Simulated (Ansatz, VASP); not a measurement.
KMgF3 in VASP and in Ansatz

```xyz
5
Lattice="4.0132 0.0000 0.0000 0.0000 4.0132 0.0000 0.0000 0.0000 4.0132" Properties=species:S:1:pos:R:3 pbc="T T T"
K     2.0066    2.0066    2.0066
Mg    0.0000    0.0000    0.0000
F     2.0066    0.0000    0.0000
F     0.0000    2.0066    0.0000
F     0.0000    0.0000    2.0066
```

Alike in both runs: task single point; functional PBE; k mesh 6 × 6 × 6; occupations gaussian, width 0.02 eV; no spin polarisation.

```csv
,VASP,Ansatz
version,VASP 6.6.1,Ansatz 0.2.0
potentials or method,"VASP PAW PBE potentials, release 64 (K_sv, Mg, F), cutoff 520 eV","scalar-relativistic, plane waves, PAW"
valence electrons in the cell,32,40
```

|  | VASP | Ansatz | Ansatz less VASP |
| --- | --- | --- | --- |
| gap on the k mesh at the Fermi level (eV) | 7.15 | 7.18 | +0.031 |
| least direct gap on the mesh (eV) | 7.47 | 7.50 | +0.028 |
| pressure (GPa) | 1.7 | 2.2 | +0.42 |

VASP's potentials hold 32 valence electrons a cell and Ansatz's 40, so a difference there can come from the potentials and not from the codes.
